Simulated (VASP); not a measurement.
# ZrB2 (P6/mmm) in VASP: notebook

ZrB2 is run at these levels: LDA; tasks: single point.

All numbers are computed with VASP 6.6.1; they aren't measurements. Logs are shortened: lines on timing, memory, paths and dates and some standing lists are left out, and cuts for length are marked.

### 1 The cell of the first run

Symmetry: P6/mmm, No. 191, hexagonal system. Conventional cell: a = 3.070 Å, b = 3.070 Å, c = 3.489 Å, α = 90.00°, β = 90.00°, γ = 120.00°. Zr (site symmetry 6/mmm) has 12 B at 2.49 Å and 6 Zr at 3.07 Å within 3.3 Å. B (site symmetry -6m2) has 3 B at 1.77 Å and 6 Zr at 2.49 Å within 2.5 Å.

### 2 Single point, LDA

File INCAR:

```
SYSTEM = ZrB2
ALGO     = Normal         ! electronic algorithm
EDIFF    = 1E-6           ! SCF threshold, eV
ENCUT    = 520            ! plane-wave cutoff, eV
ISIF     = 2              ! what is computed and relaxed
ISMEAR   = 0              ! smearing method
LASPH    = .True.         ! aspherical terms in the spheres
LCHARG   = .True.         ! write CHGCAR
LELF     = .True.         ! ELF
LREAL    = .False.        ! projectors in reciprocal space
LVHAR    = .True.       
LWAVE    = .False.        ! write WAVECAR
NBANDS   = 16             ! bands
NELM     = 80             ! most SCF steps
PREC     = Accurate       ! precision mode
SIGMA    = 0.15           ! smearing width, eV
```

File KPOINTS:

```
k-points
0
Gamma
  15 15 12
  0 0 0
```

File POSCAR:

```
ZrB2
1.0
    3.0699000000      0.0000000000      0.0000000000
   -1.5349500000      2.6586113871      0.0000000000
    0.0000000000      0.0000000000      3.4889014692
Zr B
1 2
Direct
    0.0000000000      0.0000000000      0.0000000000
    0.3333333333      0.6666666667      0.5000000000
    0.6666666667      0.3333333333      0.5000000000
```

Potentials or basis: VASP PAW LDA potentials, release 64 (Zr_sv, B).

Command:

```
cat potpaw_LDA.64/Zr_sv/POTCAR potpaw_LDA.64/B/POTCAR > POTCAR
mpirun -np 1 vasp_std > vasp.out
```

OUTCAR:

```text
SYSTEM = ZrB2
   EDIFF = 1E-6
   ENCUT = 520
   ISIF = 2
   ISMEAR = 0
   LASPH = .True.
   LREAL = .False.
   NELM = 80
   PREC = Accurate

 ion  position               nearest neighbor table
   1  0.000  0.000  0.000-   2 2.49   3 2.49   2 2.49   3 2.49   3 2.49   3 2.49   2 2.49   2 2.49
                             3 2.49   3 2.49   2 2.49   2 2.49
   2  0.333  0.667  0.500-   3 1.77   3 1.77   3 1.77   1 2.49   1 2.49   1 2.49   1 2.49   1 2.49
                             1 2.49
   3  0.667  0.333  0.500-   2 1.77   2 1.77   2 1.77   1 2.49   1 2.49   1 2.49   1 2.49   1 2.49
                             1 2.49

  LATTYP: Found a hexagonal cell.
 ALAT       =     3.0699000000
 C/A-ratio  =     1.1364870091

  Lattice vectors:

 A1 = (   3.0699000000,   0.0000000000,   0.0000000000)
 A2 = (  -1.5349500000,   2.6586113871,   0.0000000000)
 A3 = (   0.0000000000,   0.0000000000,   3.4889014692)

Analysis of symmetry for initial positions (statically):
=====================================================================
 Subroutine PRICEL returns:
 Original cell was already a primitive cell.

 Routine SETGRP: Setting up the symmetry group for a
 hexagonal supercell.

 Subroutine GETGRP returns: Found 24 space group operations
 (whereof 24 operations were pure point group operations)
 out of a pool of 24 trial point group operations.

The static configuration has the point symmetry D_6h.

Analysis of symmetry for dynamics (positions and initial velocities):
=====================================================================
 Subroutine PRICEL returns:
 Original cell was already a primitive cell.

 Routine SETGRP: Setting up the symmetry group for a
 hexagonal supercell.

 Subroutine GETGRP returns: Found 24 space group operations
 (whereof 24 operations were pure point group operations)
 out of a pool of 24 trial point group operations.

The dynamic configuration has the point symmetry D_6h.

 Subroutine INISYM returns: Found 24 space group operations
 (whereof 24 operations are pure point group operations),
 and found     1 'primitive' translations

----------------------------------------------------------------------------------------

                                     Primitive cell

  volume of cell :      28.4753

  direct lattice vectors                    reciprocal lattice vectors
     3.069900000  0.000000000  0.000000000     0.325743510  0.188068103  0.000000000
    -1.534950000  2.658611387  0.000000000     0.000000000  0.376136206  0.000000000
     0.000000000  0.000000000  3.488901469     0.000000000  0.000000000  0.286623170

  length of vectors
     3.069900000  3.069900000  3.488901469     0.376136206  0.376136206  0.286623170
[... 89 lines left out ...]
   ISIF   =      2    stress and relaxation
   ISYM   =      2    0-nonsym 1-usesym 2-fastsym
   POTIM  = 0.5000    time-step for ionic-motion
   TEBEG  =    0.0;   TEEND  =   0.0 temperature during run
   PSTRESS=    0.0 pullay stress
   NELECT =      18.0000    total number of electrons
   NUPDOWN=      -1.0000    fix difference up-down
   EMIN   =  10.00;   EMAX   =-10.00  energy-range for DOS
   EFERMI =   0.00;   METHOD = LEGACY
   ISMEAR =     0;   SIGMA  =   0.15  broadening in eV -4-tet -1-fermi 0-gaus
   EFERMI_NEDOS =   21; number of points for ismear=-14 and -15
   IALGO  =     38    algorithm
   IMIX   =      4    mixing-type and parameters
     AMIX     =   0.40;   BMIX     =  1.00
     AMIX_MAG =   1.60;   BMIX_MAG =  1.00
  volume/ion in A,a.u.               =       9.49        64.05
  Fermi-wavevector in a.u.,A,eV,Ry     =   1.405000  2.655065 26.858250  1.974026
  Thomas-Fermi vector in A             =   2.527505
   LORBIT       =      0    0 simple, 1 ext, 2 COOP (PROOUT), +10 PAW based schemes
   GGA     = CA    functional components
   LHFCALC =     F    Hartree Fock is set to
   AEXX    =    0.0000 exact exchange contribution
   IVDW    =     0    specifies the selected vdW correction
   LEPSILON=     F    determine dielectric tensor
   LRPA    =     F    only Hartree local field effects (RPA)
 non-spin polarized calculation
 Gauss-broadening in eV      SIGMA  =   0.15
  energy-cutoff  :      520.00
  volume of cell :       28.48
 maximum number of plane-waves:       781
 NGX is ok and might be reduce to    24
   NGX = 11   NGY = 11   NGZ = 13

 number of electron      18.0000000 magnetization

 Free energy of the ion-electron system (eV)
  ---------------------------------------------------
  ext. energy  EPLUGINS =         0.00000000
  ---------------------------------------------------
  free energy    TOTEN  =       -27.42700088 eV

  energy without entropy =      -27.42475022  energy(sigma->0) =      -27.42587555

 E-fermi :  11.3012     XC(G=0): -12.9442

 val. band max:       11.2938975366   @ k =   0.1333   0.1333   0.2500
 cond. band min:      11.3299088664   @ k =   0.0667   0.0667   0.4167
 fundamental gap:      0.0360113298
 Fermi energy:        11.3011657150

 k-point     1 :       0.0000    0.0000    0.0000
  band No.  band energies     occupation
      1     -36.8040      2.00000
      2     -15.2113      2.00000
      3     -14.4605      2.00000
      4     -14.4605      2.00000
      5      -1.5903      2.00000
      6       8.5206      2.00000
[... 433 lines left out ...]
      3     -15.0446      2.00000
      4     -14.9417      2.00000
      5       2.8458      2.00000
      6       3.2439      2.00000
[... 8 lines left out ...]
     15      21.7623      0.00000
     16      21.9352      0.00000

 [... further k-points ...]

------------------------ aborting loop because EDIFF is reached ----------------------------------------

  FORCE on cell =-STRESS in cart. coord.  units (eV):
  Direction    XX          YY          ZZ          XY          YZ          ZX
  --------------------------------------------------------------------------------------
  -------------------------------------------------------------------------------------
  Total        2.6835412      2.6835412      1.1925655      0.0000000      0.0000000      0.0000000
  in kB      150.9909979    150.9909979     67.1003868      0.0000000      0.0000000      0.0000000
  external PRESSURE =     123.0274608 kB  Pullay stress =       0.0000000 kB

 VOLUME and BASIS-vectors are now :
 -----------------------------------------------------------------------------
  energy-cutoff  :      520.00
  volume of cell :       28.48
      direct lattice vectors                 reciprocal lattice vectors
     3.069900000  0.000000000  0.000000000     0.325743510  0.188068103  0.000000000
    -1.534950000  2.658611387  0.000000000     0.000000000  0.376136206  0.000000000
     0.000000000  0.000000000  3.488901469     0.000000000  0.000000000  0.286623170

 POSITION                                       TOTAL-FORCE (eV/Angst)
 -----------------------------------------------------------------------------------
      0.00000      0.00000      0.00000         0.000000      0.000000      0.000000
     -0.00000      1.77241      1.74445         0.000000      0.000000     -0.000000
      1.53495      0.88620      1.74445        -0.000000     -0.000000      0.000000
 -----------------------------------------------------------------------------------
    total drift:                               -0.000000      0.000000      0.000000

  FREE ENERGIE OF THE ION-ELECTRON SYSTEM (eV)
  ---------------------------------------------------
  free  energy   TOTEN  =       -27.4270008762 eV

  energy  without entropy=      -27.4247502212  energy(sigma->0) =      -27.42587555
```

Wall time 1.9 min (1 thread of Intel Xeon 8259CL, shared host); peak memory 0.2 GiB.

What came out:

* Free energy: -27.4270 eV
* Pressure: 12.3 GPa
* Band gap on the k mesh: zero (bands 9 and 10 overlap by 1.00 eV)

Stress tensor (GPa, compression positive):
```
15.10  0.00  0.00
 0.00 15.10  0.00
 0.00  0.00  6.71
```

Levels at points of the mesh, in eV from the Fermi level:
```tsv
k point	band 6	band 7	band 8	band 9	band 10	band 11	band 12	band 13
(0.00, 0.00, 0.00)	-2.78	-2.60	-2.60	-2.36	3.79	3.79	4.41	4.41
(0.00, 0.00, 0.50)	-7.08	-0.86	-0.86	0.58	0.58	0.87	0.87	1.67
```

Caveat: the cell stands under pressure.

### 3 Single point, LDA

This run uses another cell than the first one, of 9.58 Å³/atom.

File INCAR:

```
PREC = Accurate ; ENCUT = 520
EDIFF = 1E-6 ; ISMEAR = 0
SIGMA = 0.15 ; LREAL = False
LASPH = True ; NELM = 100
ALGO = Normal ; ISIF = 2
LWAVE = False ; LCHARG = False
GGA = CA ; NBANDS = 16
```

File KPOINTS:

```
regular mesh
0
Gamma
  15 15 12
```

File POSCAR:

```
ZrB2
1.0
    3.1639000000      0.0000000000      0.0000000000
   -1.5819500000      2.7400177750      0.0000000000
    0.0000000000      0.0000000000      3.3145000000
Zr B
1 2
Direct
    0.0000000000      0.0000000000      0.0000000000
    0.3333333333      0.6666666667      0.5000000000
    0.6666666667      0.3333333333      0.5000000000
```

Potentials or basis: VASP PAW LDA potentials, release 64 (Zr_sv, B).

Command:

```
cat potpaw_LDA.64/Zr_sv/POTCAR potpaw_LDA.64/B/POTCAR > POTCAR
mpirun -np 1 vasp_std > vasp.out
```

It took 96 s on 1 thread of Intel Xeon 8259CL, shared host; peak memory 0.2 GiB.

Results (log left out):

```
Free energy            : -27.3766 eV
Pressure               : 8.9 GPa
Band gap on the k mesh : zero (bands 9 and 10 overlap by 0.94 eV)
```

Stress tensor (GPa, compression positive):
```
 1.71  0.00  0.00
 0.00  1.71  0.00
 0.00  0.00 23.43
```

Levels at points of the mesh, in eV from the Fermi level:
```
           k point  band 7  band 8  band 9  band 10  band 11  band 12
(0.00, 0.00, 0.00)   -3.21   -2.61   -1.74     3.69     3.69     4.56
(0.00, 0.00, 0.50)   -1.24   -1.24   -0.25    -0.25     0.79     0.79
```

Caveat: the cell stands under pressure.

### 4 Single point, LDA

This run uses another cell than the first one, of 9.61 Å³/atom.

File INCAR:

```
PREC = Accurate ; ENCUT = 520
EDIFF = 1E-6 ; ISMEAR = 0
SIGMA = 0.15 ; LREAL = False
LASPH = True ; NELM = 80
ALGO = Normal ; ISIF = 2
LWAVE = False ; LCHARG = False
NBANDS = 16
```

File KPOINTS:

```
Automatic mesh
0
Gamma
  15 15 12
```

File POSCAR:

```
ZrB2
1.0
    3.0386000000      0.0000000000      0.0000000000
   -1.5193000000      2.6315047919      0.0000000000
    0.0000000000      0.0000000000      3.6052000000
Zr B
1 2
Direct
    0.0000000000      0.0000000000      0.0000000000
    0.3333333333      0.6666666667      0.5000000000
    0.6666666667      0.3333333333      0.5000000000
```

Command:

```
cat potpaw_LDA.64/Zr_sv/POTCAR potpaw_LDA.64/B/POTCAR > POTCAR
mpirun -np 1 vasp_std > vasp.out
```

It took 1.9 min on 1 thread of Intel Xeon 8259CL, shared host; peak memory 0.2 GiB.

It converged, with:

```
Free energy            : -27.3667 eV
Pressure               : 9.5 GPa
Band gap on the k mesh : zero (bands 9 and 10 overlap by 1.16 eV)
```

Stress tensor (GPa, compression positive):
```
17.59  0.00  0.00
 0.00 17.59  0.00
 0.00  0.00 -6.78
```

Levels at points of the mesh, in eV from the Fermi level:
```
           k point  band 6  band 7  band 8  band 9  band 10  band 11  band 12  band 13
(0.00, 0.00, 0.00)   -2.85   -2.66   -2.22   -2.22     3.81     3.81     4.03     4.03
(0.00, 0.00, 0.50)   -7.04   -0.60   -0.60    0.90     0.90     0.95     1.04     1.04
```

Caveat: the cell stands under pressure.

### 5 Single point, LDA

This run uses another cell than the first one, of 9.55 Å³/atom.

File INCAR:

```
ALGO = Normal
EDIFF = 1E-7
ENCUT = 520
ISIF = 2
ISMEAR = 0
LASPH = True
LCHARG = True
LELF = True
LREAL = False
LVHAR = True
LWAVE = False
NBANDS = 16
NELM = 60
PREC = Accurate
SIGMA = 0.15
```

File KPOINTS:

```
k-points
0
Gamma
  15 15 12
```

File POSCAR:

```
ZrB2
1.0
    3.1325412665      0.0000000000      0.0000000000
   -1.5662706333      2.7128603152      0.0000000000
    0.0000000000      0.0000000000      3.3726000000
Zr B
1 2
Direct
    0.0000000000      0.0000000000      0.0000000000
    0.3333333333      0.6666666667      0.5000000000
    0.6666666667      0.3333333333      0.5000000000
```

Command:

```
cat potpaw_LDA.64/Zr_sv/POTCAR potpaw_LDA.64/B/POTCAR > POTCAR
mpirun -np 1 vasp_std > vasp.out
```

Wall time 2.2 min (1 thread of Intel Xeon 8259CL, shared host); peak memory 0.2 GiB.

Results (log left out):

```yaml
Free_energy: -27.4274 eV
Pressure: 9.8 GPa
Band_gap_on_the_k_mesh: zero (bands 9 and 10 overlap by 0.78 eV)
```

Stress tensor (GPa, compression positive):
```
 5.79  0.00  0.00
 0.00  5.79  0.00
 0.00  0.00 17.78
```

Levels at points of the mesh, in eV from the Fermi level:
| k point | band 5 | band 6 | band 7 | band 8 | band 9 | band 10 | band 11 | band 12 | band 13 | band 14 |
| --- | --- | --- | --- | --- | --- | --- | --- | --- | --- | --- |
| (0.00, 0.00, 0.00) | -12.83 | -3.02 | -3.02 | -2.68 | -1.97 | 3.69 | 3.69 | 4.80 | 4.80 | 4.97 |
| (0.00, 0.00, 0.50) | -10.34 | -7.09 | -1.14 | -1.14 | 0.00 | 0.00 | 0.80 | 0.80 | 2.59 | 4.86 |

Caveat: the cell stands under pressure.

### 6 Single point, LDA

This run uses another cell than the first one, of 9.69 Å³/atom.

File INCAR:

```
PREC = Accurate
ENCUT = 520
EDIFF = 1E-6
ISMEAR = 0
SIGMA = 0.15
LREAL = F
LASPH = T
NELM = 60
ALGO = Normal
ISIF = 2
LWAVE = F
LCHARG = F
NBANDS = 16
```

File KPOINTS:

```
regular mesh
0
Gamma
  15 15 12
```

File POSCAR:

```
ZrB2
1.0
    3.1012000000      0.0000000000      0.0000000000
   -1.5506000000      2.6857179822      0.0000000000
    0.0000000000      0.0000000000      3.4889014692
Zr B
1 2
Direct
    0.0000000000      0.0000000000      0.0000000000
    0.3333333333      0.6666666667      0.5000000000
    0.6666666667      0.3333333333      0.5000000000
```

Potentials or basis: VASP PAW LDA potentials, release 64 (Zr_sv, B).

Command:

```
cat potpaw_LDA.64/Zr_sv/POTCAR potpaw_LDA.64/B/POTCAR > POTCAR
mpirun -np 1 vasp_std > vasp.out
```

Wall time 2 min (1 thread of Intel Xeon 8259CL, shared host); peak memory 0.2 GiB.

It converged, with:

```yaml
Free_energy: -27.4684 eV
Pressure: 6.2 GPa
Band_gap_on_the_k_mesh: zero (bands 9 and 10 overlap by 1.09 eV)
```

Stress tensor (GPa, compression positive):
```
7.51 0.00 0.00
0.00 7.51 0.00
0.00 0.00 3.50
```

Levels at points of the mesh, in eV from the Fermi level:
```tsv
k point	band 7	band 8	band 9	band 10	band 11	band 12
(0.00, 0.00, 0.00)	-2.64	-2.64	-2.30	3.67	3.67	4.38
(0.00, 0.00, 0.50)	-0.91	-0.91	0.46	0.46	0.84	0.84
```

Caveat: the cell stands under pressure.

### 7 Overview

```tsv
cell	gap on the mesh (eV)	pressure (GPa)
a = 3.070, b = 3.070, c = 3.489 Å, angles 90.0, 90.0, 120.0°, 3 atoms	none	12.3
a = 3.164, b = 3.164, c = 3.314 Å, angles 90.0, 90.0, 120.0°, 3 atoms	none	8.9
a = 3.039, b = 3.039, c = 3.605 Å, angles 90.0, 90.0, 120.0°, 3 atoms	none	9.5
a = 3.133, b = 3.133, c = 3.373 Å, angles 90.0, 90.0, 120.0°, 3 atoms	none	9.8
a = 3.101, b = 3.101, c = 3.489 Å, angles 90.0, 90.0, 120.0°, 3 atoms	none	6.2
```

Alike in all rows: task single point; level LDA; potentials or basis VASP PAW LDA potentials, release 64 (Zr_sv, B); no spin polarisation; k mesh 15 × 15 × 12; cutoff (eV) 520; smearing gaussian 0.15 eV.

Caveats: the cell stands under pressure.

Total energies depend on the potentials used, so only differences within one code and one set of settings carry meaning.
